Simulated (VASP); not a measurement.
Set up this calculation in VASP 6.6.1, as the native input.

```
Task                   : single point
Functional             : PBE
Potentials or basis    : VASP PAW PBE potentials, release 64 (C)
Cutoff                 : 520 eV
k mesh                 : 6 × 6 × 6
Occupations            : gaussian, width 0.1 eV
Spin                   : no spin polarisation
Dipole correction      : no
Further INCAR settings : ALGO = Normal; EDIFF = 1e-06; NBANDS = 36
```

The structure of C lies in POSCAR:

```
C
1.0
   -1.8375021600      2.5955496900      3.1608819600
    1.8375021600     -2.5955496900      3.1608819600
    1.8375021600      2.5955496900     -3.1608819600
C
12
Direct
    0.8349697300      0.1293200000      0.2943502800
    0.1650302700      0.4593805500      0.2943502800
    0.8349697300      0.5406194500      0.7056497200
    0.1650302700      0.8706800000      0.7056497200
    0.2270504600      0.7149997000      0.9420501600
    0.7729495400      0.7149997000      0.4879492500
    0.7729495400      0.2850003000      0.0579498400
    0.2270504600      0.2850003000      0.5120507500
    0.5124953000      0.1610459200      0.3514493800
    0.4875047000      0.8389540800      0.6485506200
    0.8095965400      0.1610459200      0.6485506200
    0.1904034600      0.8389540800      0.3514493800
```

These files were run (other wordings do the same):

INCAR

```
PREC = Accurate
ENCUT = 520
EDIFF = 1E-6
ISMEAR = 0
SIGMA = 0.1
LREAL = F
LASPH = T
NELM = 80
ALGO = Normal
ISIF = 2
LWAVE = F
LCHARG = F
GGA = PE
NBANDS = 36
```

KPOINTS

```
regular mesh
0
Gamma
  6 6 6
```

Potentials or basis: VASP PAW PBE potentials, release 64 (C).

Launch:

```bash
$ cat potpaw_PBE.64/C/POTCAR > POTCAR
$ mpirun -np 1 vasp_std > vasp.out
```

Results of the run:

```json
{"Pressure": "118.9 GPa", "Largest force": "6.252 eV/Å", "Band gap on the k mesh": "zero (band 24 reaches 12.88 eV, above the bottom of band 25 at 11.18 eV)"}
```

Caveat: forces of over 1 eV/Å act on the atoms, so gaps and moduli don't describe the material at rest.

Run time: 75 s on 1 thread of Intel(R) Xeon(R) Platinum 8488C (Sapphire Rapids), on a shared host, peak memory 0.22 GiB.
